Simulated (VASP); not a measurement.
Input of a VASP 6.6.1 run:

INCAR

```
SYSTEM = Mg7Se
PREC = Accurate
ENCUT = 520
EDIFF = 1E-6
ISMEAR = 0
SIGMA = 0.1
LREAL = .FALSE.
LASPH = .TRUE.
NELM = 60
ALGO = Normal
ISIF = 2
LWAVE = .FALSE.
LCHARG = .TRUE.
GGA = PE
LELF = .TRUE.
LVHAR = .TRUE.
NBANDS = 20
```

File KPOINTS:

```
regular mesh
0
G
  12 12 2
  0 0 0
```

Contents of POSCAR:

```
Mg7Se
1.0
    3.5038335584      0.0000000000      0.0000000000
   -1.7519167792      3.0344088722      0.0000000000
    0.0000000000      0.0000000000     18.2200539533
Mg Se
7 1
Direct
    0.3333333333      0.6666666667      0.3637217162
    0.0000000000      0.0000000000      0.5000000000
    0.6666666667      0.3333333333      0.6362782838
    0.6666666667      0.3333333333      0.9062643168
    0.0000000000      0.0000000000      0.7710725575
    0.3333333333      0.6666666667      0.0937356832
    0.0000000000      0.0000000000      0.2289274425
    0.0000000000      0.0000000000      0.0000000000
```

Potentials or basis: VASP PAW PBE potentials, release 64 (Mg, Se).

The run is started by

```bash
$ cat potpaw_PBE.64/Mg/POTCAR potpaw_PBE.64/Se/POTCAR > POTCAR
$ mpirun -np 1 vasp_std > vasp.out
```

Question: Predict the largest force.

Answer: 0.006 eV/Å.

Question: Predict the band gap on the k mesh.

Answer: Zero (bands 10 and 11 overlap by 1.25 eV).

Question: Estimate the pressure.

Answer: -0.1 GPa.

Forces on the atoms (eV/Å):
```
Mg   0.000  0.000  0.001
Mg   0.000  0.000  0.000
Mg   0.000  0.000 -0.001
Mg   0.000  0.000 -0.006
Mg   0.000  0.000  0.000
Mg   0.000  0.000  0.006
Mg   0.000  0.000  0.000
Se   0.000  0.000  0.000
```
